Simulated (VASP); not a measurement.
Wanted: the native input for a VASP 6.6.1 run.

| Quantity | Value |
| --- | --- |
| Task | single point |
| Functional | PBE |
| Potentials or basis | VASP PAW PBE potentials, release 64 (Si, C) |
| Cutoff | 520 eV |
| k mesh | 8 × 8 × 8 |
| Occupations | gaussian, width 0.01 eV |
| Spin | no spin polarisation |
| Dipole correction | no |
| Further INCAR settings | ALGO = Normal; EDIFF = 1e-06; NBANDS = 11 |

The structure of SiC (Moissanite 3C) lies in POSCAR:

```
SiC
1.0
    0.0000000000      2.1734899995      2.1734899995
    2.1734899995      0.0000000000      2.1734899995
    2.1734899995      2.1734899995      0.0000000000
Si C
1 1
Direct
    0.0000000000      0.0000000000      0.0000000000
    0.2500000000      0.2500000000      0.2500000000
```

The input as run:

INCAR

```
SYSTEM = SiC
PREC = Accurate
ENCUT = 520
EDIFF = 1E-6
ISMEAR = 0
SIGMA = 0.01
LREAL = .FALSE.
LASPH = .TRUE.
NELM = 80
ALGO = Normal
ISIF = 2
LWAVE = .FALSE.
LCHARG = .FALSE.
GGA = PE
NBANDS = 11
```

KPOINTS

```
Automatic mesh
0
G
  8 8 8
  0 0 0
```

Potentials or basis: VASP PAW PBE potentials, release 64 (Si, C).

Command:

```sh
$ cat potpaw_PBE.64/Si/POTCAR potpaw_PBE.64/C/POTCAR > POTCAR
$ mpirun -np 1 vasp_std > vasp.out
```

Results of the run:

The pressure is 5.0 GPa. The band gap on the k mesh is 1.35 eV, indirect (least direct gap 4.55 eV).

Run time: 7.4 s on 1 thread of AMD EPYC 7R43 64-Core Processor (Zen 3) (shared host), peak memory 0.1 GiB.
